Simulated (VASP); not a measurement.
# Li (Im-3m) in VASP: settings compared

Aim: see how the results for Li move with the level of theory and the settings. Levels: PBE+D4, RPBE, PBE+D3(BJ). Tasks: relaxation of cell and atoms.

Everything below comes from runs of VASP 6.6.1. Logs are shortened: lines on timing, memory, paths and dates and some standing lists are left out, and cuts for length are marked.

**1. The cell of the first run**

It takes space group Im-3m (No. 229, cubic). The conventional cell has a = 3.509 Å, b = 3.509 Å, c = 3.509 Å, α = 90.00°, β = 90.00°, γ = 90.00°. Li (site symmetry m-3m) has 14 Li at 3.04 to 3.51 Å within 4.0 Å.

**2. Relaxation of cell and atoms, PBE+D4**

Contents of INCAR:

```
SYSTEM = Li
ALGO = Normal
EDIFF = 1E-7
EDIFFG = -0.01
ENCUT = 750
GGA = PE
GGA_COMPAT = .FALSE.
IBRION = 2
ISIF = 3
ISMEAR = -1
IVDW = 13
LASPH = .TRUE.
LCHARG = .FALSE.
LREAL = .FALSE.
LWAVE = .FALSE.
NELM = 120
NELMIN = 4
NSW = 80
PREC = Accurate
SIGMA = 0.1
```

Contents of KPOINTS:

```
Automatic mesh
0
Gamma
  11 11 11
  0.5 0.5 0.5
```

Contents of POSCAR:

```
Li
1.0
   -1.7546500000      1.7546500000      1.7546500000
    1.7546500000     -1.7546500000      1.7546500000
    1.7546500000      1.7546500000     -1.7546500000
Li
1
Direct
    0.0000000000      0.0000000000      0.0000000000
```

Potentials or basis: VASP PAW PBE potentials, release 64 (Li_sv).

On the command line:

```
cat potpaw_PBE.64/Li_sv/POTCAR > POTCAR
mpirun -np 1 vasp_std > vasp.out
```

OUTCAR:

```text
SYSTEM = Li
   EDIFF = 1E-7
   EDIFFG = -0.01
   ENCUT = 750
   GGA = PE
   IBRION = 2
   ISIF = 3
   ISMEAR = -1
   IVDW = 13
   LASPH = .TRUE.
   LREAL = .FALSE.
   NELM = 120
   NELMIN = 4
   NSW = 80
   PREC = Accurate

 ion  position               nearest neighbor table
   1  0.000  0.000  0.000-

  LATTYP: Found a body centered cubic cell.
 ALAT       =     3.5093000000

  Lattice vectors:

 A1 = (  -1.7546500000,   1.7546500000,   1.7546500000)
 A2 = (   1.7546500000,  -1.7546500000,   1.7546500000)
 A3 = (   1.7546500000,   1.7546500000,  -1.7546500000)

Analysis of symmetry for initial positions (statically):
=====================================================================
 Subroutine PRICEL returns:
 Original cell was already a primitive cell.

 Routine SETGRP: Setting up the symmetry group for a
 body centered cubic supercell.

 Subroutine GETGRP returns: Found 48 space group operations
 (whereof 48 operations were pure point group operations)
 out of a pool of 48 trial point group operations.

The static configuration has the point symmetry O_h .

Analysis of symmetry for dynamics (positions and initial velocities):
=====================================================================
 Subroutine PRICEL returns:
 Original cell was already a primitive cell.

 Routine SETGRP: Setting up the symmetry group for a
 body centered cubic supercell.

 Subroutine GETGRP returns: Found 48 space group operations
 (whereof 48 operations were pure point group operations)
 out of a pool of 48 trial point group operations.

The dynamic configuration has the point symmetry O_h .

 Subroutine INISYM returns: Found 48 space group operations
 (whereof 48 operations are pure point group operations),
 and found     1 'primitive' translations

----------------------------------------------------------------------------------------

                                     Primitive cell

  volume of cell :      21.6088

  direct lattice vectors                    reciprocal lattice vectors
    -1.754650000  1.754650000  1.754650000     0.000000000  0.284957114  0.284957114
     1.754650000 -1.754650000  1.754650000     0.284957114  0.000000000  0.284957114
     1.754650000  1.754650000 -1.754650000     0.284957114  0.284957114  0.000000000

  length of vectors
     3.039142950  3.039142950  3.039142950     0.402990215  0.402990215  0.402990215

  position of ions in fractional coordinates (direct lattice)
     0.000000000  0.000000000  0.000000000

  ion indices of the primitive-cell ions
   primitive index   ion index
                 1           1
[... 57 lines left out ...]
   dimension x,y,z NGX =    28 NGY =   28 NGZ =   28
   dimension x,y,z NGXF=    56 NGYF=   56 NGZF=   56
   ions per type =               1
   NGX,Y,Z   is equivalent  to a cutoff of  15.32, 15.32, 15.32 a.u.
   NGXF,Y,Z  is equivalent  to a cutoff of  30.63, 30.63, 30.63 a.u.
 SYSTEM =  Li
   PREC   = accura    normal or accurate (medium, high low for compatibility)
   ISTART =      0    job   : 0-new  1-cont  2-samecut
   ICHARG =      2    charge: 1-file 2-atom 10-const
   ISPIN  =      1    spin polarized calculation?
   LNONCOLLINEAR =      F non collinear calculations
   LSORBIT =      F    spin-orbit coupling
   LASPH  =      T    aspherical Exc in radial PAW
   ENCUT  =  750.0 eV  55.12 Ry    7.42 a.u.   6.79  6.79  6.79*2*pi/ulx,y,z
   NELM   =    120;   NELMIN=  4; NELMDL= -5     # of ELM steps
   EDIFF  = 0.1E-06   stopping-criterion for ELM
   LREAL  =      F    real-space projection
   EDIFFG = -.1E-01   stopping-criterion for IOM
   NSW    =     80    number of steps for IOM
   IBRION =      2    ionic relax: 0-MD 1-quasi-New 2-CG
   NFREE  =      1    steps in history (QN), initial steepest desc. (CG)
   ISIF   =      3    stress and relaxation
   ISYM   =      2    0-nonsym 1-usesym 2-fastsym
   POTIM  = 0.5000    time-step for ionic-motion
   TEBEG  =    0.0;   TEEND  =   0.0 temperature during run
   PSTRESS=    0.0 pullay stress
   NELECT =       3.0000    total number of electrons
   NUPDOWN=      -1.0000    fix difference up-down
   EMIN   =  10.00;   EMAX   =-10.00  energy-range for DOS
   EFERMI =   0.00;   METHOD = LEGACY
   ISMEAR =    -1;   SIGMA  =   0.10  broadening in eV -4-tet -1-fermi 0-gaus
   EFERMI_NEDOS =   21; number of points for ismear=-14 and -15
   IALGO  =     38    algorithm
   IMIX   =      4    mixing-type and parameters
     AMIX     =   0.40;   BMIX     =  1.00
     AMIX_MAG =   1.60;   BMIX_MAG =  1.00
  volume/ion in A,a.u.               =      21.61       145.82
  Fermi-wavevector in a.u.,A,eV,Ry     =   0.847692  1.601906  9.776898  0.718582
  Thomas-Fermi vector in A             =   1.963238
   LORBIT       =      0    0 simple, 1 ext, 2 COOP (PROOUT), +10 PAW based schemes
   GGA     = PE    functional components
   LHFCALC =     F    Hartree Fock is set to
   AEXX    =    0.0000 exact exchange contribution
   IVDW    =    13    specifies the selected vdW correction
   LEPSILON=     F    determine dielectric tensor
   LRPA    =     F    only Hartree local field effects (RPA)
 conjugate gradient relaxation of ions
 non-spin polarized calculation
  energy-cutoff  :      750.00
  volume of cell :       21.61
 maximum number of plane-waves:      1048
   NGX = 13   NGY = 13   NGZ = 13

--------------------------------------- Ionic step        1  -------------------------------------------

 number of electron       2.9999999 magnetization

 Free energy of the ion-electron system (eV)
  ---------------------------------------------------
  ext. energy  EPLUGINS =         0.00000000
  ---------------------------------------------------
  free energy    TOTEN  =        -1.90912422 eV

  energy without entropy =       -1.89334355  energy(sigma->0) =       -1.90123388

------------------------ aborting loop because EDIFF is reached ----------------------------------------

  DFT-D4 for vdW energy calculation

  Edisp (eV):   -0.01829
[... 108 lines left out ...]
--------------------------------------- Ionic step        4  -------------------------------------------

 number of electron       3.0000003 magnetization

 Free energy of the ion-electron system (eV)
  ---------------------------------------------------
  ext. energy  EPLUGINS =         0.00000000
  ---------------------------------------------------
  free energy    TOTEN  =        -1.91324123 eV

  energy without entropy =       -1.89771244  energy(sigma->0) =       -1.90547684

 E-fermi :   0.6391     XC(G=0):  -7.0822

 val. band max:        0.5598108631   @ k =  -0.4091   0.4091   0.1364
 cond. band min:       0.7696272564   @ k =   0.4091   0.0455   0.0455
 fundamental gap:      0.2098163933
 Fermi energy:         0.6391275278

 k-point     1 :       0.0455    0.0455    0.0455
  band No.  band energies     occupation
      1     -45.8242      2.00000
      2      -2.6885      2.00000
      3      14.1203      0.00000
      4      14.4765      0.00000
      5      14.4765      0.00000
[... 177 lines left out ...]
 k-point    24 :      -0.3182    0.5000    0.0455
  band No.  band energies     occupation
      1     -45.8049      2.00000
      2       0.8947      0.14405
      3       5.1829      0.00000
      4       8.1257      0.00000
      5      12.4112      0.00000

 [... further k-points ...]

------------------------ aborting loop because EDIFF is reached ----------------------------------------

  DFT-D4 for vdW energy calculation

  Edisp (eV):   -0.01976
[... 24 lines left out ...]
  FREE ENERGIE OF THE ION-ELECTRON SYSTEM (eV)
  ---------------------------------------------------
  free  energy   TOTEN  =        -1.9329966647 eV

  energy  without entropy=       -1.9174678659  energy(sigma->0) =       -1.92523227

 reached required accuracy - stopping structural energy minimisation
```

OSZICAR:

```text
N       E                     dE             d eps       ncg     rms          rms(c)
DAV:   1     0.126998773222E+01    0.12700E+01   -0.82376E+02   560   0.504E+02
DAV:   2    -0.168949401845E+01   -0.29595E+01   -0.29242E+01   740   0.659E+01
DAV:   3    -0.190367377777E+01   -0.21418E+00   -0.21236E+00   745   0.139E+01
[... 30 lines left out ...]
DAV:   2    -0.191334699071E+01   -0.48712E-04   -0.16576E-03   660   0.456E-01    0.112E-01
DAV:   3    -0.191333384373E+01    0.13147E-04   -0.53272E-04  1060   0.159E-01    0.110E-01
DAV:   4    -0.191324071607E+01    0.93128E-04   -0.12597E-04  1020   0.908E-02    0.327E-03
DAV:   5    -0.191324129223E+01   -0.57616E-06   -0.33146E-06   595   0.214E-02    0.189E-03
DAV:   6    -0.191324123473E+01    0.57503E-07   -0.21169E-07   525   0.444E-03
   4 F= -.19329967E+01 E0= -.19252323E+01  d E =-.557995E-02
```

CONTCAR:

```text
Li
   1.00000000000000
    -1.7087676576502195    1.7087676576502195    1.7087676576502195
     1.7087676576502195   -1.7087676576502195    1.7087676576502195
     1.7087676576502195    1.7087676576502195   -1.7087676576502195
  Li
     1
Direct
     0.0000000000000000    0.0000000000000000    0.0000000000000000

  0.00000000E+00  0.00000000E+00  0.00000000E+00
```

It took 14 s on 1 thread of AMD EPYC 9R45 (Zen 5), shared host; peak memory 0.12 GiB.

What came out:

```
Free energy                           : -1.9330 eV
Relaxed volume                        : 19.96 Å³/atom
Relaxed cell                          : a = 2.960 Å, b = 2.960 Å, c = 2.960 Å, α = 109.47°, β = 109.47°, γ = 109.47°
Space group after relaxing (to 0.1 Å) : Im-3m (No. 229)
Energy gained by relaxing             : 5.6 meV/atom
Ionic steps                           : 4
Pressure after relaxing               : 0.0 GPa
Band gap on the k mesh                : zero (an odd number of electrons rules out a gap without spin polarisation)
Dispersion energy per atom            : -0.020 eV
```

The path:
```tsv
step	energy change (eV)	largest force (eV/Å)	pressure (GPa)	volume (Å³)
1	0.0000	0.0000	-1.03	21.61
2	-0.0025	0.0000	-0.79	21.18
3	-0.0055	0.0000	-0.12	20.13
4	-0.0056	0.0000	0.01	19.96
```

Final structure:
```cif
data_structure
_symmetry_space_group_name_H-M 'P 1'
_symmetry_Int_Tables_number 1
_cell_length_a 2.9597
_cell_length_b 2.9597
_cell_length_c 2.9597
_cell_angle_alpha 109.471
_cell_angle_beta 109.471
_cell_angle_gamma 109.471
_cell_volume 19.96
loop_
_atom_site_label
_atom_site_type_symbol
_atom_site_fract_x
_atom_site_fract_y
_atom_site_fract_z
_atom_site_occupancy
Li1 Li 0.00000 0.00000 0.00000 1
```

**3. Relaxation of cell and atoms, RPBE**

Contents of INCAR:

```
SYSTEM = Li
PREC = Accurate
ENCUT = 750
EDIFF = 1E-7
ISMEAR = -1
SIGMA = 0.1
LREAL = .False.
LASPH = .True.
NELM = 120
ALGO = Normal
ISIF = 3
LWAVE = .False.
LCHARG = .False.
GGA = RP
IBRION = 2
NSW = 80
EDIFFG = -0.01
GGA_COMPAT = .False.
NELMIN = 4
```

KPOINTS is that of step 2.

POSCAR is that of step 2.

Potentials or basis: VASP PAW PBE potentials, release 64 (Li_sv).

On the command line:

```
cat potpaw_PBE.64/Li_sv/POTCAR > POTCAR
mpirun -np 1 vasp_std > vasp.out
```

Wall time 10 s (1 thread of AMD EPYC 9R45 (Zen 5), shared host); peak memory 0.12 GiB.

It converged, with:

| Quantity | Value |
| --- | --- |
| Free energy | -1.8210 eV |
| Relaxed volume | 20.85 Å³/atom |
| Relaxed cell | a = 3.003 Å, b = 3.003 Å, c = 3.003 Å, α = 109.47°, β = 109.47°, γ = 109.47° |
| Space group after relaxing (to 0.1 Å) | Im-3m (No. 229) |
| Energy gained by relaxing | 1.1 meV/atom |
| Ionic steps | 3 |
| Pressure after relaxing | 0.0 GPa |
| Band gap on the k mesh | zero (an odd number of electrons rules out a gap without spin polarisation) |

Step by step:
```tsv
step	energy change (eV)	largest force (eV/Å)	pressure (GPa)	volume (Å³)
1	0.0000	0.0000	-0.48	21.61
2	-0.0005	0.0000	-0.36	21.41
3	-0.0011	0.0000	0.01	20.85
```

Final structure:
```
CELL_PARAMETERS angstrom
-1.73375 1.73375 1.73375
1.73375 -1.73375 1.73375
1.73375 1.73375 -1.73375
ATOMIC_POSITIONS crystal
Li 0.00000 0.00000 0.00000
```

Levels at points of the mesh, in eV from the Fermi level:
```tsv
k point	band 1	band 2	band 3	band 4	band 5
(0.50, 0.50, 0.50)	-46.71	5.50	5.50	5.50	7.63
```

Caveat: the PAW data sets were made with another functional, which shifts forces and pressure a little.

**4. Relaxation of cell and atoms, PBE+D3(BJ)**

Contents of INCAR:

```
ALGO = Normal
EDIFF = 1E-7
EDIFFG = -0.01
ENCUT = 750
GGA = PE
GGA_COMPAT = F
IBRION = 2
ISIF = 3
ISMEAR = -1
IVDW = 12
LASPH = T
LCHARG = F
LREAL = F
LWAVE = F
NELM = 120
NELMIN = 4
NSW = 80
PREC = Accurate
SIGMA = 0.1
```

KPOINTS is that of step 3.

POSCAR is that of step 3.

On the command line:

```
cat potpaw_PBE.64/Li_sv/POTCAR > POTCAR
mpirun -np 1 vasp_std > vasp.out
```

Run time: 15 s. Hardware: 1 thread of AMD EPYC 9R45 (Zen 5), shared host; peak memory 0.13 GiB.

Results (log left out):

```
Free energy                           : -2.0915 eV
Relaxed volume                        : 18.26 Å³/atom
Relaxed cell                          : a = 2.873 Å, b = 2.873 Å, c = 2.873 Å, α = 109.47°, β = 109.47°, γ = 109.47°
Space group after relaxing (to 0.1 Å) : Im-3m (No. 229)
Energy gained by relaxing             : 23.6 meV/atom
Ionic steps                           : 4
Pressure after relaxing               : 0.1 GPa
Band gap on the k mesh                : zero (an odd number of electrons rules out a gap without spin polarisation)
Dispersion energy per atom            : -0.188 eV
```

The path:
| step | energy change (eV) | largest force (eV/Å) | pressure (GPa) | volume (Å³) |
| --- | --- | --- | --- | --- |
| 1 | 0.0000 | 0.0000 | -2.05 | 21.61 |
| 2 | -0.0099 | 0.0000 | -1.65 | 20.76 |
| 3 | -0.0225 | 0.0000 | -0.52 | 18.96 |
| 4 | -0.0236 | 0.0000 | 0.05 | 18.26 |

Final structure:
```
Li
1.0
    -1.65898    1.65898    1.65898
     1.65898   -1.65898    1.65898
     1.65898    1.65898   -1.65898
Li
1
Direct
  0.00000 0.00000 0.00000
```

Levels at points of the mesh, in eV from the Fermi level:
| k point | band 1 | band 2 | band 3 | band 4 |
| --- | --- | --- | --- | --- |
| (0.50, 0.50, 0.50) | -46.27 | 5.94 | 5.94 | 5.94 |

Caveat: the volume moved by over 15 % at a fixed basis, so the end points are rough.

**5. Overview**

| level | gap on the mesh (eV) | pressure (GPa) | relaxed volume (Å³/atom) |
| --- | --- | --- | --- |
| PBE+D4 | none | 0.0 | 19.96 |
| RPBE | none | 0.0 | 20.85 |
| PBE+D3(BJ) | none | 0.1 | 18.26 |

Alike in all rows: task relaxation of cell and atoms; potentials or basis VASP PAW PBE potentials, release 64 (Li_sv); no spin polarisation; cell relaxed; k mesh 11 × 11 × 11, shifted; cutoff (eV) 750; smearing fermi-dirac 0.1 eV.

Caveats: the PAW data sets were made with another functional, which shifts forces and pressure a little (at least some runs); the volume moved by over 15 % at a fixed basis, so the end points are rough (at least some runs).

Total energies depend on the potentials used, so only differences within one code and one set of settings carry meaning.
